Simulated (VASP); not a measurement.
CuGe:

```
Cu Ge
1.0
     2.89287    0.00000    0.00000
     0.00000    2.89287    0.00000
     0.00000    0.00000    3.61826
Cu Ge
1 1
Direct
  0.50000 0.50000 0.50000
  0.00000 0.00000 0.00000
```

* Program: VASP 6.6.1
* Task: relaxation of cell and atoms
* Functional: PBE
* Potentials or basis: VASP PAW PBE potentials, release 64 (Cu, Ge_d)
* Cutoff: 600 eV
* k mesh: 6 × 6 × 6
* Occupations: gaussian, width 0.1 eV
* Spin: no spin polarisation

At the start: pressure 0.2 GPa; volume 15.14 Å³/atom.

**Question.** How do energy, volume and symmetry change on relaxing?

**Answer.** Over 9 steps the energy falls by 11.8 meV/atom and the volume is 15.11 Å³/atom (-0.2 %); space group P4/mmm (No. 123, to 0.05 Å).

Step by step:
```
step  energy change (eV)  largest force (eV/Å)  pressure (GPa)  volume (Å³)
   1              0.0000                0.0000            0.20        30.28
   2             -0.0107                0.0000           -0.10        30.36
   3             -0.0181                0.0000           -0.50        30.45
   4             -0.0194                0.0000           -1.20        30.58
   5             -0.0222                0.0000           -0.97        30.51
   6             -0.0222                0.0000           -1.07        30.55
   7             -0.0226                0.0000           -1.02        30.53
   8             -0.0226                0.0000            0.86        29.90
   9             -0.0237                0.0000           -0.07        30.22
```

Final structure:
```cif
data_structure
_symmetry_space_group_name_H-M 'P 1'
_symmetry_Int_Tables_number 1
_cell_length_a 2.8154
_cell_length_b 2.8154
_cell_length_c 3.8127
_cell_angle_alpha 90.000
_cell_angle_beta 90.000
_cell_angle_gamma 90.000
_cell_volume 30.22
loop_
_atom_site_label
_atom_site_type_symbol
_atom_site_fract_x
_atom_site_fract_y
_atom_site_fract_z
_atom_site_occupancy
Cu1 Cu 0.50000 0.50000 0.50000 1
Ge1 Ge 0.00000 0.00000 0.00000 1
```

Caveat: the k points lie up to 0.37 Å⁻¹ apart in the final cell.
